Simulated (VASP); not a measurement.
# YTi2Pb4 (I4/mmm) in VASP: notebook

YTi2Pb4 is run at these levels: PBE; tasks: single point.

Program: VASP 6.6.1. These are calculated values, not measurements. Logs are shortened: lines on timing, memory, paths and dates and some standing lists are left out, and cuts for length are marked.

## Step 1: The cell of the first run

It takes space group I4/mmm (No. 139, tetragonal). Conventional cell: a = 7.586 Å, b = 7.586 Å, c = 6.198 Å, α = 90.00°, β = 90.00°, γ = 90.00°. Within 4.3 Å of Y (site symmetry 4/mmm) lie 12 Pb at 3.25 to 3.75 Å and 8 Ti at 4.10 Å. Pb (site symmetry m2m) has 4 Pb at 2.99 to 3.30 Å and 4 Ti at 3.15 Å and 3 Y at 3.25 to 3.75 Å within 3.9 Å. Ti (site symmetry -4m2) has 2 Ti at 3.10 Å and 8 Pb at 3.15 Å and 4 Y at 4.10 Å within 4.1 Å.

## Step 2: Single point, PBE

The input, INCAR:

```
PREC = Accurate
ENCUT = 500
EDIFF = 1E-6
ISMEAR = -1
SIGMA = 0.1
LREAL = False
LASPH = True
NELM = 120
ALGO = Normal
ISIF = 2
LWAVE = False
LCHARG = True
GGA = PE
LELF = True
LVHAR = True
NBANDS = 54
GGA_COMPAT = False
```

The input, KPOINTS:

```
Automatic mesh
0
Gamma
  4 4 4
```

The input, POSCAR:

```
YTi2Pb4
1.0
   -3.7929660000      3.7929660000      3.0990200000
    3.7929660000     -3.7929660000      3.0990200000
    3.7929660000      3.7929660000     -3.0990200000
Y Pb Ti
1 4 2
Direct
    0.0000000000      0.0000000000      0.0000000000
    0.3030000000      0.3030000000      0.6060000000
    0.3030000000      0.6970000000      0.0000000000
    0.6970000000      0.6970000000      0.3940000000
    0.6970000000      0.3030000000      0.0000000000
    0.7500000000      0.2500000000      0.5000000000
    0.2500000000      0.7500000000      0.5000000000
```

Potentials or basis: VASP PAW PBE potentials, release 64 (Y_sv, Pb_d, Ti_sv).

Command:

```bash
$ cat potpaw_PBE.64/Y_sv/POTCAR potpaw_PBE.64/Pb_d/POTCAR potpaw_PBE.64/Ti_sv/POTCAR > POTCAR
$ mpirun -np 1 vasp_std > vasp.out
```

OUTCAR:

```text
PREC = Accurate
   ENCUT = 500
   EDIFF = 1E-6
   ISMEAR = -1
   LREAL = False
   LASPH = True
   NELM = 120
   ISIF = 2
   GGA = PE

 ion  position               nearest neighbor table
   1  0.000  0.000  0.000-   3 3.25   5 3.25   2 3.25   4 3.25   2 3.75   4 3.75   4 3.75   2 3.75
                             3 3.75   5 3.75   3 3.75   5 3.75
   2  0.303  0.303  0.606-   3 2.99   5 2.99   7 3.15   6 3.15   6 3.15   7 3.15   1 3.25   4 3.30
                             4 3.30   1 3.75   1 3.75
   3  0.303  0.697  0.000-   2 2.99   4 2.99   6 3.15   7 3.15   7 3.15   6 3.15   1 3.25   5 3.30
                             5 3.30   1 3.75   1 3.75
   4  0.697  0.697  0.394-   3 2.99   5 2.99   7 3.15   6 3.15   6 3.15   7 3.15   1 3.25   2 3.30
                             2 3.30   1 3.75   1 3.75
   5  0.697  0.303  0.000-   2 2.99   4 2.99   7 3.15   6 3.15   6 3.15   7 3.15   1 3.25   3 3.30
                             3 3.30   1 3.75   1 3.75
   6  0.750  0.250  0.500-   2 3.15   4 3.15   5 3.15   5 3.15   3 3.15   3 3.15   2 3.15   4 3.15

   7  0.250  0.750  0.500-   2 3.15   4 3.15   3 3.15   3 3.15   5 3.15   5 3.15   4 3.15   2 3.15

  LATTYP: Found a body centered tetragonal cell.
 ALAT       =     7.5859320000
 C/A-ratio  =     0.8170439703

  Lattice vectors:

 A1 = (  -3.7929660000,   3.7929660000,   3.0990200000)
 A2 = (   3.7929660000,  -3.7929660000,   3.0990200000)
 A3 = (   3.7929660000,   3.7929660000,  -3.0990200000)

Analysis of symmetry for initial positions (statically):
=====================================================================
 Subroutine PRICEL returns:
 Original cell was already a primitive cell.

 Routine SETGRP: Setting up the symmetry group for a
 body centered tetragonal supercell.

 Subroutine GETGRP returns: Found 16 space group operations
 (whereof 16 operations were pure point group operations)
 out of a pool of 16 trial point group operations.

The static configuration has the point symmetry D_4h.

Analysis of symmetry for dynamics (positions and initial velocities):
=====================================================================
 Subroutine PRICEL returns:
 Original cell was already a primitive cell.

 Routine SETGRP: Setting up the symmetry group for a
 body centered tetragonal supercell.

 Subroutine GETGRP returns: Found 16 space group operations
 (whereof 16 operations were pure point group operations)
 out of a pool of 16 trial point group operations.

The dynamic configuration has the point symmetry D_4h.

 Subroutine INISYM returns: Found 16 space group operations
 (whereof 16 operations are pure point group operations),
[... 93 lines left out ...]
   NELM   =    120;   NELMIN=  2; NELMDL= -5     # of ELM steps
   EDIFF  = 0.1E-05   stopping-criterion for ELM
   LREAL  =      F    real-space projection
[... 7 lines left out ...]
   TEBEG  =    0.0;   TEEND  =   0.0 temperature during run
   PSTRESS=    0.0 pullay stress
   NELECT =      91.0000    total number of electrons
   NUPDOWN=      -1.0000    fix difference up-down
   EMIN   =  10.00;   EMAX   =-10.00  energy-range for DOS
   EFERMI =   0.00;   METHOD = LEGACY
   ISMEAR =    -1;   SIGMA  =   0.10  broadening in eV -4-tet -1-fermi 0-gaus
   EFERMI_NEDOS =   21; number of points for ismear=-14 and -15
   IALGO  =     38    algorithm
   IMIX   =      4    mixing-type and parameters
     AMIX     =   0.40;   BMIX     =  1.00
     AMIX_MAG =   1.60;   BMIX_MAG =  1.00
  volume/ion in A,a.u.               =      25.48       171.93
  Fermi-wavevector in a.u.,A,eV,Ry     =   1.308201  2.472142 23.284879  1.711390
  Thomas-Fermi vector in A             =   2.438884
   LORBIT       =      0    0 simple, 1 ext, 2 COOP (PROOUT), +10 PAW based schemes
   GGA     = PE    functional components
   LHFCALC =     F    Hartree Fock is set to
   AEXX    =    0.0000 exact exchange contribution
   IVDW    =     0    specifies the selected vdW correction
   LEPSILON=     F    determine dielectric tensor
   LRPA    =     F    only Hartree local field effects (RPA)
 non-spin polarized calculation
  energy-cutoff  :      500.00
  volume of cell :      178.34
 maximum number of plane-waves:      4551
 NGX is ok and might be reduce to    48
   NGX = 23   NGY = 23   NGZ = 23

 number of electron      90.9999993 magnetization

 Free energy of the ion-electron system (eV)
  ---------------------------------------------------
  ext. energy  EPLUGINS =         0.00000000
  ---------------------------------------------------
  free energy    TOTEN  =       -36.08026483 eV

  energy without entropy =      -35.92910868  energy(sigma->0) =      -36.00468675

 E-fermi :   7.5815     XC(G=0): -10.5811

 val. band max:        7.5305827319   @ k =   0.5000   0.0000  -0.0000
 cond. band min:       7.6692988665   @ k =  -0.2500   0.5000   0.2500
 fundamental gap:      0.1387161346
 Fermi energy:         7.5815180773

 k-point     1 :       0.0000    0.0000    0.0000
  band No.  band energies     occupation
      1     -49.7467      2.00000
      2     -49.7285      2.00000
      3     -36.0109      2.00000
      4     -26.0824      2.00000
      5     -26.0824      2.00000
      6     -26.0622      2.00000
[... 730 lines left out ...]
     53       9.0378      0.00000
     54       9.7305      0.00000

------------------------ aborting loop because EDIFF is reached ----------------------------------------

  FORCE on cell =-STRESS in cart. coord.  units (eV):
  Direction    XX          YY          ZZ          XY          YZ          ZX
  --------------------------------------------------------------------------------------
  -------------------------------------------------------------------------------------
  Total        0.7123504      0.7123504     -3.6601931      0.0000000     -0.0000000      0.0000000
  in kB        6.3997352      6.3997352    -32.8830661      0.0000000     -0.0000000      0.0000000
  external PRESSURE =      -6.6945319 kB  Pullay stress =       0.0000000 kB

 VOLUME and BASIS-vectors are now :
 -----------------------------------------------------------------------------
  energy-cutoff  :      500.00
  volume of cell :      178.34
      direct lattice vectors                 reciprocal lattice vectors
    -3.792966000  3.792966000  3.099020000     0.000000000  0.131822959  0.161341327
     3.792966000 -3.792966000  3.099020000     0.131822959  0.000000000  0.161341327
     3.792966000  3.792966000 -3.099020000     0.131822959  0.131822959  0.000000000

 POSITION                                       TOTAL-FORCE (eV/Angst)
 -----------------------------------------------------------------------------------
      0.00000      0.00000      0.00000         0.000000     -0.000000      0.000000
      2.29854      2.29854     -0.00000        -0.825125     -0.825125      0.000000
      1.49443     -1.49443      3.09902         0.825125     -0.825125     -0.000000
      1.49443      1.49443      3.09902         0.825125      0.825125     -0.000000
     -1.49443      1.49443      3.09902        -0.825125      0.825125     -0.000000
      0.00000      3.79297      1.54951        -0.000000     -0.000000      0.000000
      3.79297      0.00000      1.54951        -0.000000      0.000000      0.000000
 -----------------------------------------------------------------------------------
    total drift:                                0.000000      0.000000     -0.000000

  FREE ENERGIE OF THE ION-ELECTRON SYSTEM (eV)
  ---------------------------------------------------
  free  energy   TOTEN  =       -36.0802648289 eV

  energy  without entropy=      -35.9291086796  energy(sigma->0) =      -36.00468675
```

Run time: 1.9 min. Hardware: 1 thread of Intel Xeon 6975P-C (Granite Rapids), shared host; peak memory 0.39 GiB.

What came out:

| Quantity | Value |
| --- | --- |
| Free energy | -36.0803 eV |
| Pressure | -0.7 GPa |
| Largest force | 1.167 eV/Å |
| Band gap on the k mesh | zero (an odd number of electrons rules out a gap without spin polarisation) |

Forces in eV/Å, atoms in the order of the input:
```
Y    0.000  0.000  0.000
Pb  -0.825 -0.825  0.000
Pb   0.825 -0.825  0.000
Pb   0.825  0.825  0.000
Pb  -0.825  0.825  0.000
Ti   0.000  0.000  0.000
Ti   0.000  0.000  0.000
```

Stress tensor (GPa, compression positive):
```
 0.64  0.00  0.00
 0.00  0.64  0.00
 0.00  0.00 -3.29
```

Caveat: spin-orbit coupling is left out, which moves the levels of the heavy elements; forces of over 1 eV/Å act on the atoms, so gaps and moduli don't describe the material at rest.

## Step 3: Single point, PBE

The input, INCAR:

```
SYSTEM = YTi2Pb4
ALGO = Normal ; EDIFF = 1E-6
ENCUT = 500 ; GGA = PE
GGA_COMPAT = .FALSE. ; ISIF = 2
ISMEAR = -4 ; LASPH = .TRUE.
LCHARG = .FALSE. ; LREAL = .FALSE.
LWAVE = .FALSE. ; NBANDS = 54
NELM = 120 ; PREC = Accurate
SIGMA = 0.1
```

The input, KPOINTS:

```
k-points
0
G
  4 4 4
  0 0 0
```

POSCAR is that of step 2.

Potentials or basis: VASP PAW PBE potentials, release 64 (Y_sv, Pb_d, Ti_sv).

Command:

```bash
$ cat potpaw_PBE.64/Y_sv/POTCAR potpaw_PBE.64/Pb_d/POTCAR potpaw_PBE.64/Ti_sv/POTCAR > POTCAR
$ mpirun -np 1 vasp_std > vasp.out
```

OUTCAR:

```text
SYSTEM = YTi2Pb4
   EDIFF = 1E-6
   ENCUT = 500
   GGA = PE
   ISIF = 2
   ISMEAR = -4
   LASPH = .TRUE.
   LREAL = .FALSE.
   NELM = 120
   PREC = Accurate

 ion  position               nearest neighbor table
   1  0.000  0.000  0.000-   3 3.25   5 3.25   2 3.25   4 3.25   2 3.75   4 3.75   4 3.75   2 3.75
                             3 3.75   5 3.75   3 3.75   5 3.75
   2  0.303  0.303  0.606-   3 2.99   5 2.99   7 3.15   6 3.15   6 3.15   7 3.15   1 3.25   4 3.30
                             4 3.30   1 3.75   1 3.75
   3  0.303  0.697  0.000-   2 2.99   4 2.99   6 3.15   7 3.15   7 3.15   6 3.15   1 3.25   5 3.30
                             5 3.30   1 3.75   1 3.75
   4  0.697  0.697  0.394-   3 2.99   5 2.99   7 3.15   6 3.15   6 3.15   7 3.15   1 3.25   2 3.30
                             2 3.30   1 3.75   1 3.75
   5  0.697  0.303  0.000-   2 2.99   4 2.99   7 3.15   6 3.15   6 3.15   7 3.15   1 3.25   3 3.30
                             3 3.30   1 3.75   1 3.75
   6  0.750  0.250  0.500-   2 3.15   4 3.15   5 3.15   5 3.15   3 3.15   3 3.15   2 3.15   4 3.15

   7  0.250  0.750  0.500-   2 3.15   4 3.15   3 3.15   3 3.15   5 3.15   5 3.15   4 3.15   2 3.15

  LATTYP: Found a body centered tetragonal cell.
 ALAT       =     7.5859320000
 C/A-ratio  =     0.8170439703
[... 190 lines left out ...]
  band No.  band energies     occupation
      1     -49.7636      2.00000
      2     -49.7453      2.00000
      3     -35.9941      2.00000
      4     -26.0963      2.00000
      5     -26.0963      2.00000
      6     -26.0761      2.00000
[... 730 lines left out ...]
     53       9.0335      0.00000
     54       9.7304      0.00000

------------------------ aborting loop because EDIFF is reached ----------------------------------------

  FORCE on cell =-STRESS in cart. coord.  units (eV):
  Direction    XX          YY          ZZ          XY          YZ          ZX
  --------------------------------------------------------------------------------------
  -------------------------------------------------------------------------------------
  Total        0.6038321      0.6038321     -3.4534699      0.0000000      0.0000000      0.0000000
  in kB        5.4248101      5.4248101    -31.0258715      0.0000000      0.0000000      0.0000000
  external PRESSURE =      -6.7254171 kB  Pullay stress =       0.0000000 kB

 VOLUME and BASIS-vectors are now :
 -----------------------------------------------------------------------------
  energy-cutoff  :      500.00
  volume of cell :      178.34
      direct lattice vectors                 reciprocal lattice vectors
    -3.792966000  3.792966000  3.099020000     0.000000000  0.131822959  0.161341327
     3.792966000 -3.792966000  3.099020000     0.131822959  0.000000000  0.161341327
     3.792966000  3.792966000 -3.099020000     0.131822959  0.131822959  0.000000000

 POSITION                                       TOTAL-FORCE (eV/Angst)
 -----------------------------------------------------------------------------------
      0.00000      0.00000      0.00000         0.000000      0.000000     -0.000000
      2.29854      2.29854     -0.00000        -0.810205     -0.810205     -0.000000
      1.49443     -1.49443      3.09902         0.810205     -0.810205      0.000000
      1.49443      1.49443      3.09902         0.810205      0.810205      0.000000
     -1.49443      1.49443      3.09902        -0.810205      0.810205     -0.000000
      0.00000      3.79297      1.54951         0.000000      0.000000     -0.000000
      3.79297      0.00000      1.54951        -0.000000      0.000000     -0.000000
 -----------------------------------------------------------------------------------
    total drift:                                0.000000      0.000000     -0.000000

  FREE ENERGIE OF THE ION-ELECTRON SYSTEM (eV)
  ---------------------------------------------------
  free  energy   TOTEN  =       -35.9185148034 eV

  energy  without entropy=      -35.9185148034  energy(sigma->0) =      -35.91851480
```

It took 2.2 min on 1 thread of Intel Xeon 6975P-C (Granite Rapids), shared host; peak memory 0.4 GiB.

What came out:

```yaml
Free_energy: -35.9185 eV
Pressure: -0.7 GPa
Largest_force: 1.146 eV/Å
Band_gap_on_the_k_mesh: zero (an odd number of electrons rules out a gap without spin polarisation)
```

Forces on the atoms (eV/Å):
```
Y    0.000  0.000  0.000
Pb  -0.810 -0.810  0.000
Pb   0.810 -0.810  0.000
Pb   0.810  0.810  0.000
Pb  -0.810  0.810  0.000
Ti   0.000  0.000  0.000
Ti   0.000  0.000  0.000
```

Caveat: spin-orbit coupling is left out, which moves the levels of the heavy elements; forces of over 1 eV/Å act on the atoms, so gaps and moduli don't describe the material at rest.
